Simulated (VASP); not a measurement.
# HfN (P6_3/mmc) in VASP: a series of runs

Runs on HfN. Level: PBE. Tasks: single point, relaxation of cell and atoms.

All numbers are computed with VASP 6.6.1; they aren't measurements. Logs are shortened: lines on timing, memory, paths and dates and some standing lists are left out, and cuts for length are marked.

## (1) The cell of the first run

The structure is hexagonal, space group P6_3/mmc (No. 194). Conventional cell: a = 3.168 Å, b = 3.168 Å, c = 5.465 Å, α = 90.00°, β = 90.00°, γ = 120.00°. Hf (site symmetry -6m2) has 6 N at 2.28 Å within 3.0 Å. N (site symmetry -3m) has 6 Hf at 2.28 Å and 2 N at 2.73 Å within 3.0 Å.

## (2) Single point, PBE

The input, INCAR:

```
  PREC = Accurate
  ENCUT = 520
  EDIFF = 1E-6
  ISMEAR = 0
  SIGMA = 0.1
  LREAL = False
  LASPH = True
  NELM = 80
  ALGO = Normal
  ISIF = 2
  LWAVE = False
  LCHARG = False
  GGA = PE
  NBANDS = 23
```

The input, KPOINTS:

```
Automatic mesh
0
Gamma
  18 18 8
```

The input, POSCAR:

```
HfN
1.0
    3.1678192498      0.0000000000      0.0000000000
   -1.5839096249      2.7434119449      0.0000000000
    0.0000000000      0.0000000000      5.4653912732
Hf N
2 2
Direct
    0.6666666667      0.3333333333      0.7500000000
    0.3333333333      0.6666666667      0.2500000000
    0.0000000000      0.0000000000      0.0000000000
    0.0000000000      0.0000000000      0.5000000000
```

Potentials or basis: VASP PAW PBE potentials, release 64 (Hf_pv, N).

On the command line:

```console
cat potpaw_PBE.64/Hf_pv/POTCAR potpaw_PBE.64/N/POTCAR > POTCAR
mpirun -np 1 vasp_std > vasp.out
```

OUTCAR:

```text
PREC = Accurate
   ENCUT = 520
   EDIFF = 1E-6
   ISMEAR = 0
   LREAL = False
   LASPH = True
   NELM = 80
   ISIF = 2
   GGA = PE

 ion  position               nearest neighbor table
   1  0.667  0.333  0.750-   3 2.28   4 2.28   3 2.28   4 2.28   3 2.28   4 2.28   2 3.29   2 3.29
                             2 3.29   2 3.29   2 3.29   2 3.29
   2  0.333  0.667  0.250-   3 2.28   4 2.28   3 2.28   4 2.28   3 2.28   4 2.28   1 3.29   1 3.29
                             1 3.29   1 3.29   1 3.29   1 3.29
   3  0.000  0.000  0.000-   1 2.28   2 2.28   2 2.28   1 2.28   1 2.28   2 2.28
   4  0.000  0.000  0.500-   1 2.28   2 2.28   2 2.28   1 2.28   1 2.28   2 2.28

  LATTYP: Found a hexagonal cell.
 ALAT       =     3.1678192498
 C/A-ratio  =     1.7252850754

  Lattice vectors:

 A1 = (   3.1678192498,   0.0000000000,   0.0000000000)
 A2 = (  -1.5839096249,   2.7434119449,   0.0000000000)
 A3 = (   0.0000000000,   0.0000000000,   5.4653912732)

Analysis of symmetry for initial positions (statically):
=====================================================================
 Subroutine PRICEL returns:
 Original cell was already a primitive cell.

 Routine SETGRP: Setting up the symmetry group for a
 hexagonal supercell.

 Subroutine GETGRP returns: Found 24 space group operations
 (whereof 12 operations were pure point group operations)
 out of a pool of 24 trial point group operations.

The static configuration has the point symmetry D_3d.
 The point group associated with its full space group is D_6h.

Analysis of symmetry for dynamics (positions and initial velocities):
=====================================================================
 Subroutine PRICEL returns:
 Original cell was already a primitive cell.

 Routine SETGRP: Setting up the symmetry group for a
 hexagonal supercell.

 Subroutine GETGRP returns: Found 24 space group operations
 (whereof 12 operations were pure point group operations)
 out of a pool of 24 trial point group operations.

The dynamic configuration has the point symmetry D_3d.
 The point group associated with its full space group is D_6h.

 Subroutine INISYM returns: Found 24 space group operations
 (whereof 12 operations are pure point group operations),
 and found     1 'primitive' translations

----------------------------------------------------------------------------------------

                                     Primitive cell

  volume of cell :      47.4977

  direct lattice vectors                    reciprocal lattice vectors
     3.167819250  0.000000000  0.000000000     0.315674576  0.182254802  0.000000000
    -1.583909625  2.743411945  0.000000000     0.000000000  0.364509603  0.000000000
     0.000000000  0.000000000  5.465391273     0.000000000  0.000000000  0.182969517

  length of vectors
     3.167819250  3.167819250  5.465391273     0.364509603  0.364509603  0.182969517

  position of ions in fractional coordinates (direct lattice)
     0.666666667  0.333333333  0.750000000
     0.333333333  0.666666667  0.250000000
     0.000000000  0.000000000  0.000000000
     0.000000000  0.000000000  0.500000000

  ion indices of the primitive-cell ions
   primitive index   ion index
                 1           1
                 2           2
                 3           3
                 4           4

----------------------------------------------------------------------------------------

 KPOINTS: Automatic mesh

Automatic generation of k-mesh.
 Grid dimensions read from file:
 generate k-points for:   18   18    8

 Generating k-lattice:

  Cartesian coordinates                     Fractional coordinates (reciprocal lattice)
     0.017537476  0.010125267  0.000000000     0.055555556 -0.000000000  0.000000000
     0.000000000  0.020250534  0.000000000     0.000000000  0.055555556  0.000000000
     0.000000000  0.000000000  0.022871190     0.000000000  0.000000000  0.125000000

  Length of vectors
     0.020250534  0.020250534  0.022871190

  Shift w.r.t. Gamma in fractional coordinates (k-lattice)
     0.000000000  0.000000000  0.000000000

 Subroutine IBZKPT returns following result:
 ===========================================

 Found    185 irreducible k-points:

 Following reciprocal coordinates:
            Coordinates               Weight
  0.000000  0.000000  0.000000      1.000000
  0.055556  0.000000  0.000000      6.000000
  0.111111  0.000000  0.000000      6.000000
  0.166667  0.000000  0.000000      6.000000
  0.222222  0.000000  0.000000      6.000000
  0.277778  0.000000  0.000000      6.000000
[... 16 lines left out ...]
  0.333333  0.111111  0.000000     12.000000
  0.388889  0.111111  0.000000     12.000000
 [... further k-points ...]
   k-points           NKPTS =    185   k-points in BZ     NKDIM =    185   number of bands    NBANDS=     23
   number of dos      NEDOS =    301   number of ions     NIONS =      4
   total plane-waves  NPLWV =  24192
   dimension x,y,z NGX =    24 NGY =   24 NGZ =   42
   dimension x,y,z NGXF=    48 NGYF=   48 NGZF=   84
   ions per type =               2   2
   NGX,Y,Z   is equivalent  to a cutoff of  12.60, 12.60, 12.78 a.u.
   NGXF,Y,Z  is equivalent  to a cutoff of  25.19, 25.19, 25.55 a.u.
 SYSTEM =  unknown system
   PREC   = accura    normal or accurate (medium, high low for compatibility)
   ISTART =      0    job   : 0-new  1-cont  2-samecut
   ICHARG =      2    charge: 1-file 2-atom 10-const
   ISPIN  =      1    spin polarized calculation?
   LNONCOLLINEAR =      F non collinear calculations
   LSORBIT =      F    spin-orbit coupling
   LASPH  =      T    aspherical Exc in radial PAW
   ENCUT  =  520.0 eV  38.22 Ry    6.18 a.u.   5.89  5.89 10.16*2*pi/ulx,y,z
   NELM   =     80;   NELMIN=  2; NELMDL= -5     # of ELM steps
   EDIFF  = 0.1E-05   stopping-criterion for ELM
   LREAL  =      F    real-space projection
   EDIFFG = 0.1E-04   stopping-criterion for IOM
   NSW    =      0    number of steps for IOM
   IBRION =     -1    ionic relax: 0-MD 1-quasi-New 2-CG
   NFREE  =      0    steps in history (QN), initial steepest desc. (CG)
   ISIF   =      2    stress and relaxation
   ISYM   =      2    0-nonsym 1-usesym 2-fastsym
   POTIM  = 0.5000    time-step for ionic-motion
   TEBEG  =    0.0;   TEEND  =   0.0 temperature during run
   PSTRESS=    0.0 pullay stress
   NELECT =      30.0000    total number of electrons
   NUPDOWN=      -1.0000    fix difference up-down
   EMIN   =  10.00;   EMAX   =-10.00  energy-range for DOS
   EFERMI =   0.00;   METHOD = LEGACY
   ISMEAR =     0;   SIGMA  =   0.10  broadening in eV -4-tet -1-fermi 0-gaus
   EFERMI_NEDOS =   21; number of points for ismear=-14 and -15
   IALGO  =     38    algorithm
   IMIX   =      4    mixing-type and parameters
     AMIX     =   0.40;   BMIX     =  1.00
     AMIX_MAG =   1.60;   BMIX_MAG =  1.00
  volume/ion in A,a.u.               =      11.87        80.13
  Fermi-wavevector in a.u.,A,eV,Ry     =   1.404616  2.654340 26.843571  1.972947
  Thomas-Fermi vector in A             =   2.527160
   LORBIT       =      0    0 simple, 1 ext, 2 COOP (PROOUT), +10 PAW based schemes
   GGA     = PE    functional components
   LHFCALC =     F    Hartree Fock is set to
   AEXX    =    0.0000 exact exchange contribution
   IVDW    =     0    specifies the selected vdW correction
   LEPSILON=     F    determine dielectric tensor
   LRPA    =     F    only Hartree local field effects (RPA)
 non-spin polarized calculation
 Gauss-broadening in eV      SIGMA  =   0.10
  energy-cutoff  :      520.00
  volume of cell :       47.50
 maximum number of plane-waves:      1300
 NGX is ok and might be reduce to    24
   NGX = 11   NGY = 11   NGZ = 21

 number of electron      30.0000002 magnetization

 Free energy of the ion-electron system (eV)
  ---------------------------------------------------
  ext. energy  EPLUGINS =         0.00000000
  ---------------------------------------------------
  free energy    TOTEN  =       -43.40185445 eV

  energy without entropy =      -43.39903636  energy(sigma->0) =      -43.40044540

 E-fermi :   7.6588     XC(G=0): -12.5851

 val. band max:        7.6557330978   @ k =   0.1111   0.0556   0.0000
 cond. band min:       7.6612198072   @ k =   0.0000   0.0000   0.1250
 fundamental gap:      0.0054867094
 Fermi energy:         7.6587899734

 k-point     1 :       0.0000    0.0000    0.0000
  band No.  band energies     occupation
      1     -24.0784      2.00000
      2     -23.3135      2.00000
      3     -23.2106      2.00000
      4     -23.2106      2.00000
      5     -23.1547      2.00000
      6     -23.1547      2.00000
[... 15 lines left out ...]
     22      13.0937      0.00000
     23      13.0937      0.00000

 k-point     2 :       0.0556    0.0000    0.0000
  band No.  band energies     occupation
      1     -24.0685      2.00000
      2     -23.3144      2.00000
      3     -23.2342      2.00000
      4     -23.2182      2.00000
      5     -23.1781      2.00000
      6     -23.1568      2.00000
[... 15 lines left out ...]
     22      12.9740      0.00000
     23      13.0818      0.00000

 k-point     3 :       0.1111    0.0000    0.0000
  band No.  band energies     occupation
      1     -24.0396      2.00000
      2     -23.3174      2.00000
      3     -23.3031      2.00000
      4     -23.2432      2.00000
      5     -23.2390      2.00000
      6     -23.1642      2.00000
[... 15 lines left out ...]
     22      12.6593      0.00000
     23      13.0538      0.00000
[... 495 lines left out ...]
 k-point    23 :       0.3333    0.1111    0.0000
  band No.  band energies     occupation
      1     -23.8905      2.00000
      2     -23.7395      2.00000
      3     -23.7112      2.00000
      4     -23.4372      2.00000
      5     -23.4017      2.00000
      6     -23.3042      2.00000
[... 15 lines left out ...]
     22      13.7201      0.00000
     23      14.2340      0.00000

 k-point    24 :       0.3889    0.1111    0.0000
  band No.  band energies     occupation
      1     -23.9492      2.00000
      2     -23.7811      2.00000
      3     -23.6593      2.00000
      4     -23.4616      2.00000
      5     -23.4282      2.00000
      6     -23.3175      2.00000
[... 15 lines left out ...]
     22      13.7496      0.00000
     23      14.6429      0.00000

 [... further k-points ...]

------------------------ aborting loop because EDIFF is reached ----------------------------------------

  FORCE on cell =-STRESS in cart. coord.  units (eV):
  Direction    XX          YY          ZZ          XY          YZ          ZX
  --------------------------------------------------------------------------------------
  -------------------------------------------------------------------------------------
  Total       -1.2668605     -1.2668605     -1.2414471      0.0000000      0.0000000      0.0000000
  in kB      -42.7333255    -42.7333255    -41.8760912      0.0000000      0.0000000      0.0000000
  external PRESSURE =     -42.4475807 kB  Pullay stress =       0.0000000 kB

 VOLUME and BASIS-vectors are now :
 -----------------------------------------------------------------------------
  energy-cutoff  :      520.00
  volume of cell :       47.50
      direct lattice vectors                 reciprocal lattice vectors
     3.167819250  0.000000000  0.000000000     0.315674576  0.182254802  0.000000000
    -1.583909625  2.743411945  0.000000000     0.000000000  0.364509603  0.000000000
     0.000000000  0.000000000  5.465391273     0.000000000  0.000000000  0.182969517

 POSITION                                       TOTAL-FORCE (eV/Angst)
 -----------------------------------------------------------------------------------
      1.58391      0.91447      4.09904        -0.000000      0.000000      0.000000
     -0.00000      1.82894      1.36635         0.000000     -0.000000      0.000000
      0.00000      0.00000      0.00000        -0.000000     -0.000000      0.000000
      0.00000      0.00000      2.73270        -0.000000     -0.000000      0.000000
 -----------------------------------------------------------------------------------
    total drift:                                0.000000     -0.000000      0.000000

  FREE ENERGIE OF THE ION-ELECTRON SYSTEM (eV)
  ---------------------------------------------------
  free  energy   TOTEN  =       -43.4018544462 eV

  energy  without entropy=      -43.3990363614  energy(sigma->0) =      -43.40044540
```

Run time: 4 min. Hardware: 1 thread of AMD EPYC 7R43 (Zen 3), shared host; peak memory 0.26 GiB.

Results:

| Quantity | Value |
| --- | --- |
| Free energy | -43.4019 eV |
| Pressure | -4.2 GPa |
| Band gap on the k mesh | zero (bands 15 and 16 overlap by 2.23 eV) |

Caveat: the cell stands under tension; spin-orbit coupling is left out, which moves the levels of the heavy elements.

## (3) Relaxation of cell and atoms, PBE, target pressure 40 GPa, at which the enthalpy is minimised

This run uses another cell than the first one, of 10.42 Å³/atom.

The input, INCAR:

```
PREC     = Accurate       # precision mode
ENCUT    = 600            # plane-wave cutoff, eV
EDIFF    = 1E-6           # SCF threshold, eV
ISMEAR   = 0              # smearing method
SIGMA    = 0.1            # smearing width, eV
LREAL    = F              # projectors in reciprocal space
LASPH    = T              # aspherical terms in the spheres
NELM     = 80             # most SCF steps
ALGO     = Normal         # electronic algorithm
ISIF     = 3              # what is computed and relaxed
LWAVE    = F              # write WAVECAR
LCHARG   = F              # write CHGCAR
GGA      = PE             # functional
IBRION   = 2              # ionic algorithm
NSW      = 70             # ionic steps
EDIFFG   = -0.008         # ionic threshold
PSTRESS  = 400.0
```

KPOINTS is that of step 2.

The input, POSCAR:

```
HfN
1.0
    3.0325600084      0.0000000000      0.0000000000
   -1.5162800042      2.6262740057      0.0000000000
    0.0000000000      0.0000000000      5.2333523462
Hf N
2 2
Direct
    0.6666666667      0.3333333333      0.7500000000
    0.3333333333      0.6666666667      0.2500000000
    0.0000000000      0.0000000000      0.0000000000
    0.0000000000      0.0000000000      0.5000000000
```

Potentials or basis: VASP PAW PBE potentials, release 64 (Hf_pv, N).

On the command line:

```console
cat potpaw_PBE.64/Hf_pv/POTCAR potpaw_PBE.64/N/POTCAR > POTCAR
mpirun -np 1 vasp_std > vasp.out
```

OUTCAR:

```text
PREC = Accurate
   ENCUT = 600
   EDIFF = 1E-6
   ISMEAR = 0
   LREAL = F
   LASPH = T
   NELM = 80
   ISIF = 3
   GGA = PE
   IBRION = 2
   NSW = 70
   EDIFFG = -0.008
   PSTRESS = 400.0

 ion  position               nearest neighbor table
   1  0.667  0.333  0.750-   3 2.19   4 2.19   3 2.19   4 2.19   3 2.19   4 2.19   2 3.15   2 3.15
                             2 3.15   2 3.15   2 3.15   2 3.15
   2  0.333  0.667  0.250-   3 2.19   4 2.19   3 2.19   4 2.19   3 2.19   4 2.19   1 3.15   1 3.15
                             1 3.15   1 3.15   1 3.15   1 3.15
   3  0.000  0.000  0.000-   1 2.19   2 2.19   2 2.19   1 2.19   1 2.19   2 2.19
   4  0.000  0.000  0.500-   1 2.19   2 2.19   2 2.19   1 2.19   1 2.19   2 2.19

  LATTYP: Found a hexagonal cell.
 ALAT       =     3.0325600084
 C/A-ratio  =     1.7257209525

[... 431 lines left out ...]
  ext. energy  EPLUGINS =         0.00000000
  ---------------------------------------------------
  free energy    TOTEN  =       -42.82811377 eV

  energy without entropy =      -42.82549409  energy(sigma->0) =      -42.82680393

 E-fermi :   8.8744     XC(G=0): -13.2964

 val. band max:        8.8658917374   @ k =   0.2222   0.0000   0.5000
 cond. band min:       8.8829029746   @ k =   0.1111   0.0000   0.2500
 fundamental gap:      0.0170112372
 Fermi energy:         8.8743709023

 k-point     1 :       0.0000    0.0000    0.0000
  band No.  band energies     occupation
      1     -22.8262      2.00000
      2     -21.5571      2.00000
      3     -21.4512      2.00000
      4     -21.4512      2.00000
      5     -21.3693      2.00000
      6     -21.3693      2.00000
[... 505 lines left out ...]
      6     -21.6238      2.00000
[... 11 lines left out ...]
     18      13.0933      0.00000
     19      14.6093      0.00000

 [... further k-points ...]

------------------------ aborting loop because EDIFF is reached ----------------------------------------

  FORCE on cell =-STRESS in cart. coord.  units (eV):
  Direction    XX          YY          ZZ          XY          YZ          ZX
  --------------------------------------------------------------------------------------
  -------------------------------------------------------------------------------------
  Total       10.3659688     10.3659688     10.3423665      0.0000000      0.0000000      0.0000000
  in kB      399.8054422    399.8054422    398.8951225      0.0000000      0.0000000      0.0000000
  external PRESSURE =      -0.4979977 kB  Pullay stress =     400.0000000 kB
[... 23 lines left out ...]
  energy  without entropy=      -42.8254940866  energy(sigma->0) =      -42.82680393

  enthalpy is  TOTEN    =       -32.4571005712 eV   P V=       10.3710131978

 reached required accuracy - stopping structural energy minimisation
```

Wall time 9.3 min (1 thread of AMD EPYC 7R43 (Zen 3), shared host); peak memory 0.27 GiB.

What came out:

| Item | Value |
| --- | --- |
| Free energy | -42.8281 eV |
| Relaxed volume | 10.39 Å³/atom |
| Relaxed cell | a = 3.028 Å, b = 3.028 Å, c = 5.233 Å, α = 90.00°, β = 90.00°, γ = 120.00° |
| Space group after relaxing (to 0.1 Å) | P6_3/mmc (No. 194) |
| Energy change on relaxing (the run minimises the enthalpy) | +8.5 meV/atom |
| Ionic steps | 7 |
| Pressure after relaxing | 40.0 GPa |
| Band gap on the k mesh | zero (bands 15 and 16 overlap by 2.65 eV) |

Stress tensor (GPa, compression positive):
```
39.98  0.00  0.00
 0.00 39.98  0.00
 0.00  0.00 39.89
```

The path:
| step | energy change (eV) | largest force (eV/Å) | pressure (GPa) | volume (Å³) |
| --- | --- | --- | --- | --- |
| 1 | 0.0000 | 0.0000 | 38.55 | 41.68 |
| 2 | 0.1468 | 0.0000 | 44.44 | 41.11 |
| 3 | 0.0363 | 0.0000 | 40.05 | 41.53 |
| 4 | 0.0355 | 0.0000 | 40.04 | 41.53 |
| 5 | 0.0338 | 0.0000 | 39.97 | 41.54 |
| 6 | 0.0348 | 0.0000 | 39.94 | 41.54 |
| 7 | 0.0341 | 0.0000 | 39.95 | 41.54 |

Final structure:
```yaml
crystal:
  lattice:
    - [3.02762, 0.00000, 0.00000]
    - [-1.51381, 2.62200, 0.00000]
    - [0.00000, 0.00000, 5.23285]
  atoms:
    - { symbol: Hf, position: [0.66667, 0.33333, 0.75000] }
    - { symbol: Hf, position: [0.33333, 0.66667, 0.25000] }
    - { symbol: N, position: [0.00000, 0.00000, 0.00000] }
    - { symbol: N, position: [0.00000, 0.00000, 0.50000] }
```

Caveat: the cell is relaxed towards a set pressure, so the run minimises the enthalpy, not the energy; spin-orbit coupling is left out, which moves the levels of the heavy elements.

[end of part 1 of 2]
